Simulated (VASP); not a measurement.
# B (Pm-3m) in VASP: notebook

Aim: see how the results for B move with the level of theory and the settings. Levels: HSE06, PBE-based screened hybrid with 25 % exact exchange, PBEsol-based screened hybrid with 25 % exact exchange. Tasks: single point.

All numbers are computed with VASP 6.6.1; they aren't measurements. Logs are shortened: lines on timing, memory, paths and dates and some standing lists are left out, and cuts for length are marked.

## (1) The cell of the first run

The structure is cubic, space group Pm-3m (No. 221). Conventional cell: a = 1.874 Å, b = 1.874 Å, c = 1.874 Å, α = 90.00°, β = 90.00°, γ = 90.00°. Within 2.5 Å of B (site symmetry m-3m) lie 6 B at 1.87 Å.

This isn't the form of B at room conditions, which is rhombohedral.

## (2) Single point, HSE06

Input file POSCAR:

```
B
1.0
    1.8735221608      0.0000000000      0.0000000000
    0.0000000000      1.8735221608      0.0000000000
    0.0000000000      0.0000000000      1.8735221608
B
1
Direct
    0.5000000000      0.5000000000      0.5000000000
```

Input file INCAR.step1:

```
ALGO     = Normal         # electronic algorithm
EDIFF    = 1E-5           # SCF threshold, eV
ENCUT    = 520            # plane-wave cutoff, eV
GGA      = PE             # functional
ISIF     = 2              # what is computed and relaxed
ISMEAR   = -1             # smearing method
LASPH    = T              # aspherical terms in the spheres
LCHARG   = F              # write CHGCAR
LREAL    = F              # projectors in reciprocal space
LWAVE    = T              # write WAVECAR
NBANDS   = 8              # bands
NELM     = 80             # most SCF steps
PREC     = Accurate       # precision mode
SIGMA    = 0.05           # smearing width, eV
```

Input file INCAR.step2:

```
ALGO     = Normal         # electronic algorithm
EDIFF    = 1E-6           # SCF threshold, eV
ENCUT    = 520            # plane-wave cutoff, eV
GGA      = PE             # functional
HFSCREEN = 0.2079         # screening, 1/A
ISIF     = 2              # what is computed and relaxed
ISMEAR   = -1             # smearing method
ISTART   = 1            
LASPH    = T              # aspherical terms in the spheres
LCHARG   = F              # write CHGCAR
LHFCALC  = T              # exact exchange
LREAL    = F              # projectors in reciprocal space
LWAVE    = F              # write WAVECAR
NBANDS   = 8              # bands
NELM     = 80             # most SCF steps
PREC     = Accurate       # precision mode
PRECFOCK = Normal       
SIGMA    = 0.05           # smearing width, eV
```

Input file KPOINTS:

```
k-points
0
Gamma
  7 7 7
```

Potentials or basis: VASP PAW PBE potentials, release 64 (B).

Launch:

```sh
cat potpaw_PBE.64/B/POTCAR > POTCAR
cp INCAR.step1 INCAR
mpirun -np 1 vasp_std > vasp.out
cp INCAR.step2 INCAR
mpirun -np 1 vasp_std > vasp.out
```

OUTCAR:

```text
EDIFF = 1E-6
   ENCUT = 520
   GGA = PE
   HFSCREEN = 0.2079
   ISIF = 2
   ISMEAR = -1
   ISTART = 1
   LASPH = T
   LHFCALC = T
   LREAL = F
   NELM = 80
   PREC = Accurate
   PRECFOCK = Normal

 ion  position               nearest neighbor table
   1  0.500  0.500  0.500-

  LATTYP: Found a simple cubic cell.
 ALAT       =     1.8735221608

  Lattice vectors:

 A1 = (   1.8735221608,   0.0000000000,   0.0000000000)
 A2 = (   0.0000000000,   1.8735221608,   0.0000000000)
 A3 = (   0.0000000000,   0.0000000000,   1.8735221608)

Analysis of symmetry for initial positions (statically):
=====================================================================
 Subroutine PRICEL returns:
 Original cell was already a primitive cell.

 Routine SETGRP: Setting up the symmetry group for a
 simple cubic supercell.

 Subroutine GETGRP returns: Found 48 space group operations
 (whereof 48 operations were pure point group operations)
 out of a pool of 48 trial point group operations.

The static configuration has the point symmetry O_h .

Analysis of symmetry for dynamics (positions and initial velocities):
=====================================================================
 Subroutine PRICEL returns:
 Original cell was already a primitive cell.

 Routine SETGRP: Setting up the symmetry group for a
 simple cubic supercell.

 Subroutine GETGRP returns: Found 48 space group operations
 (whereof 48 operations were pure point group operations)
 out of a pool of 48 trial point group operations.

The dynamic configuration has the point symmetry O_h .

 Subroutine INISYM returns: Found 48 space group operations
 (whereof 48 operations are pure point group operations),
 and found     1 'primitive' translations

----------------------------------------------------------------------------------------

                                     Primitive cell

  volume of cell :       6.5762

  direct lattice vectors                    reciprocal lattice vectors
     1.873522161  0.000000000  0.000000000     0.533754028  0.000000000  0.000000000
     0.000000000  1.873522161  0.000000000     0.000000000  0.533754028  0.000000000
     0.000000000  0.000000000  1.873522161     0.000000000  0.000000000  0.533754028

  length of vectors
     1.873522161  1.873522161  1.873522161     0.533754028  0.533754028  0.533754028

  position of ions in fractional coordinates (direct lattice)
     0.500000000  0.500000000  0.500000000

  ion indices of the primitive-cell ions
   primitive index   ion index
                 1           1

----------------------------------------------------------------------------------------

 KPOINTS: k-points

Automatic generation of k-mesh.
 Grid dimensions read from file:
 generate k-points for:    7    7    7

 Generating k-lattice:

  Cartesian coordinates                     Fractional coordinates (reciprocal lattice)
     0.076250575  0.000000000  0.000000000     0.142857143  0.000000000  0.000000000
     0.000000000  0.076250575  0.000000000     0.000000000  0.142857143  0.000000000
     0.000000000  0.000000000  0.076250575     0.000000000  0.000000000  0.142857143

  Length of vectors
     0.076250575  0.076250575  0.076250575

  Shift w.r.t. Gamma in fractional coordinates (k-lattice)
     0.000000000  0.000000000  0.000000000

 Subroutine IBZKPT returns following result:
 ===========================================

 Found     20 irreducible k-points:

 Following reciprocal coordinates:
            Coordinates               Weight
  0.000000  0.000000  0.000000      1.000000
  0.142857  0.000000  0.000000      6.000000
  0.285714  0.000000  0.000000      6.000000
  0.428571  0.000000  0.000000      6.000000
  0.142857  0.142857  0.000000     12.000000
  0.285714  0.142857  0.000000     24.000000
[... 12 lines left out ...]
  0.428571  0.428571  0.285714     24.000000
  0.428571  0.428571  0.428571      8.000000
   k-points           NKPTS =     20   k-points in BZ     NKDIM =    343   number of bands    NBANDS=      8
   number of dos      NEDOS =    301   number of ions     NIONS =      1
   total plane-waves  NPLWV =   2744
   dimension x,y,z NGX =    14 NGY =   14 NGZ =   14
   dimension x,y,z NGXF=    28 NGYF=   28 NGZF=   28
   ions per type =               1
   NGX,Y,Z   is equivalent  to a cutoff of  12.42, 12.42, 12.42 a.u.
   NGXF,Y,Z  is equivalent  to a cutoff of  24.85, 24.85, 24.85 a.u.
 SYSTEM =  unknown system
   PREC   = accura    normal or accurate (medium, high low for compatibility)
   ISTART =      1    job   : 0-new  1-cont  2-samecut
   ICHARG =      0    charge: 1-file 2-atom 10-const
   ISPIN  =      1    spin polarized calculation?
   LNONCOLLINEAR =      F non collinear calculations
   LSORBIT =      F    spin-orbit coupling
   LASPH  =      T    aspherical Exc in radial PAW
   ENCUT  =  520.0 eV  38.22 Ry    6.18 a.u.   3.48  3.48  3.48*2*pi/ulx,y,z
   NELM   =     80;   NELMIN=  2; NELMDL=  0     # of ELM steps
   EDIFF  = 0.1E-05   stopping-criterion for ELM
   LREAL  =      F    real-space projection
   EDIFFG = 0.1E-04   stopping-criterion for IOM
   NSW    =      0    number of steps for IOM
   IBRION =     -1    ionic relax: 0-MD 1-quasi-New 2-CG
   NFREE  =      0    steps in history (QN), initial steepest desc. (CG)
   ISIF   =      2    stress and relaxation
   ISYM   =      3    0-nonsym 1-usesym 2-fastsym
   POTIM  = 0.5000    time-step for ionic-motion
   TEBEG  =    0.0;   TEEND  =   0.0 temperature during run
   PSTRESS=    0.0 pullay stress
   NELECT =       3.0000    total number of electrons
   NUPDOWN=      -1.0000    fix difference up-down
   EMIN   =  10.00;   EMAX   =-10.00  energy-range for DOS
   EFERMI =   0.00;   METHOD = LEGACY
   ISMEAR =    -1;   SIGMA  =   0.05  broadening in eV -4-tet -1-fermi 0-gaus
   EFERMI_NEDOS =   21; number of points for ismear=-14 and -15
   IALGO  =     38    algorithm
   IMIX   =      1    mixing-type and parameters
     AMIX     =   0.40;   BMIX     =  1.00
     AMIX_MAG =   1.60;   BMIX_MAG =  1.00
  volume/ion in A,a.u.               =       6.58        44.38
  Fermi-wavevector in a.u.,A,eV,Ry     =   1.260249  2.381526 21.609153  1.588228
  Thomas-Fermi vector in A             =   2.393768
   LORBIT       =      0    0 simple, 1 ext, 2 COOP (PROOUT), +10 PAW based schemes
   GGA     = PE    functional components
   LHFCALC =     T    Hartree Fock is set to
   PRECFOCK=normal    Normal, Fast or Accurate (Low or Medium for compatibility)
   ENCUT4O =  -1.0   cutoff for four orbital integrals eV
   NKREDX  =     1    reduce k-point grid by
   NKREDY  =     1    reduce k-point grid by
   NKREDZ  =     1    reduce k-point grid by
   AEXX    =    0.2500 exact exchange contribution
   HFSCREEN=    0.2079 screening length (either q_TF or 0.3 A-1)
   HFSCREENC=   0.2079 screening length for correlation (either q_TF or 0.3 A-1)
   ENCUTFOCK=  -1.0 apply spherical cutoff to Coloumb kernel
   IVDW    =     0    specifies the selected vdW correction
   LEPSILON=     F    determine dielectric tensor
   LRPA    =     F    only Hartree local field effects (RPA)
 non-spin polarized calculation
  energy-cutoff  :      520.00
  volume of cell :        6.58
 maximum number of plane-waves:       184
 NGX is ok and might be reduce to    14
  NGX = 12; NGY = 12; NGZ = 12

 number of electron       3.0000000 magnetization

 Free energy of the ion-electron system (eV)
  ---------------------------------------------------
  ext. energy  EPLUGINS =         0.00000000
  ---------------------------------------------------
  free energy    TOTEN  =        -6.26693392 eV

  energy without entropy =       -6.26284702  energy(sigma->0) =       -6.26489047

 E-fermi :   7.0658     XC(G=0): -10.1709

 val. band max:        7.0162677162   @ k =   0.4286   0.2857   0.2857
 cond. band min:       8.4473080155   @ k =   0.4286   0.4286   0.2857
 fundamental gap:      1.4310402992
 Fermi energy:         7.0657876521

 k-point     1 :       0.0000    0.0000    0.0000
  band No.  band energies     occupation
      1     -10.9373      2.00000
      2      22.5061      0.00000
      3      22.5061      0.00000
      4      22.5061      0.00000
      5      32.7546      0.00000
      6      32.7546      0.00000
      7      42.2029      0.00000
      8      63.0079      0.00000

 k-point     2 :       0.1429    0.0000    0.0000
  band No.  band energies     occupation
      1     -10.1635      2.00000
      2      16.9179      0.00000
      3      23.1123      0.00000
      4      23.1123      0.00000
      5      33.5958      0.00000
      6      38.6198      0.00000
      7      42.1462      0.00000
      8      58.2931      0.00000

 k-point     3 :       0.2857    0.0000    0.0000
  band No.  band energies     occupation
      1      -7.8422      2.00000
      2       9.0307      0.00000
      3      24.7119      0.00000
      4      24.7119      0.00000
      5      36.0436      0.00000
      6      39.9911      0.00000
      7      48.3524      0.00000
      8      51.0031      0.00000

 k-point     4 :       0.4286    0.0000    0.0000
  band No.  band energies     occupation
      1      -4.0274      2.00000
      2       1.9904      2.00000
      3      26.3819      0.00000
      4      26.3819      0.00000
      5      39.1594      0.00000
      6      39.4936      0.00000
      7      46.1958      0.00000
      8      46.1958      0.00000

 k-point     5 :       0.1429    0.1429    0.0000
  band No.  band energies     occupation
      1      -9.3891      2.00000
      2      16.1090      0.00000
      3      19.4296      0.00000
      4      23.7101      0.00000
      5      37.0841      0.00000
      6      40.8270      0.00000
      7      41.7174      0.00000
      8      54.4404      0.00000
[... 133 lines left out ...]
 k-point    18 :       0.4286    0.2857    0.2857
  band No.  band energies     occupation
      1       2.0783      2.00000
      2       7.0163      1.45833
      3      14.6625      0.00000
      4      24.2588      0.00000
      5      27.9885      0.00000
      6      29.7702      0.00000
      7      37.3350      0.00000
      8      48.2314      0.00000

 k-point    19 :       0.4286    0.4286    0.2857
  band No.  band energies     occupation
      1       5.4973      2.00000
      2       8.4473      0.00000
      3      12.4499      0.00000
      4      21.3106      0.00000
      5      27.0353      0.00000
      6      31.6702      0.00000
      7      32.1424      0.00000
      8      41.5530      0.00000

 k-point    20 :       0.4286    0.4286    0.4286
  band No.  band energies     occupation
      1      10.8969      0.00000
      2      13.1423      0.00000
      3      13.1423      0.00000
      4      24.9243      0.00000
      5      27.4174      0.00000
      6      27.4174      0.00000
      7      28.5685      0.00000
      8      35.2554      0.00000

------------------------ aborting loop because EDIFF is reached ----------------------------------------

  FORCE on cell =-STRESS in cart. coord.  units (eV):
  Direction    XX          YY          ZZ          XY          YZ          ZX
  --------------------------------------------------------------------------------------
  -------------------------------------------------------------------------------------
  Total       -0.0013389     -0.0013389     -0.0013389     -0.0000000     -0.0000000      0.0000000
  in kB       -0.3261945     -0.3261945     -0.3261945     -0.0000000     -0.0000000      0.0000000
  external PRESSURE =      -0.3261945 kB  Pullay stress =       0.0000000 kB

 VOLUME and BASIS-vectors are now :
 -----------------------------------------------------------------------------
  energy-cutoff  :      520.00
  volume of cell :        6.58
      direct lattice vectors                 reciprocal lattice vectors
     1.873522161  0.000000000  0.000000000     0.533754028  0.000000000  0.000000000
     0.000000000  1.873522161  0.000000000     0.000000000  0.533754028  0.000000000
     0.000000000  0.000000000  1.873522161     0.000000000  0.000000000  0.533754028

 POSITION                                       TOTAL-FORCE (eV/Angst)
 -----------------------------------------------------------------------------------
      0.93676      0.93676      0.93676         0.000000      0.000000      0.000000
 -----------------------------------------------------------------------------------
    total drift:                               -0.000000      0.000000     -0.000000

  FREE ENERGIE OF THE ION-ELECTRON SYSTEM (eV)
  ---------------------------------------------------
  free  energy   TOTEN  =        -6.2669339202 eV

  energy  without entropy=       -6.2628470213  energy(sigma->0) =       -6.26489047
```

Wall time 74 s (1 thread of Intel Xeon 8259CL, shared host); peak memory 0.2 GiB.

Results:

* Free energy: -6.2669 eV
* Pressure: 0.0 GPa
* Band gap on the k mesh: zero (an odd number of electrons rules out a gap without spin polarisation)

Levels at points of the mesh, in eV from the Fermi level:
```tsv
k point	band 1	band 2	band 3	band 4	band 5
(0.00, 0.00, 0.00)	-18.00	15.44	15.44	15.44	25.69
```

Caveat: the k points lie up to 0.48 Å⁻¹ apart, too coarse for converged energies and pressures of a metal; the PAW data sets were made with another functional, which shifts forces and pressure a little.

(Continued in part 2 of 2.)

The gap in the log of VASP goes by the Fermi energy; the results here count the filled bands.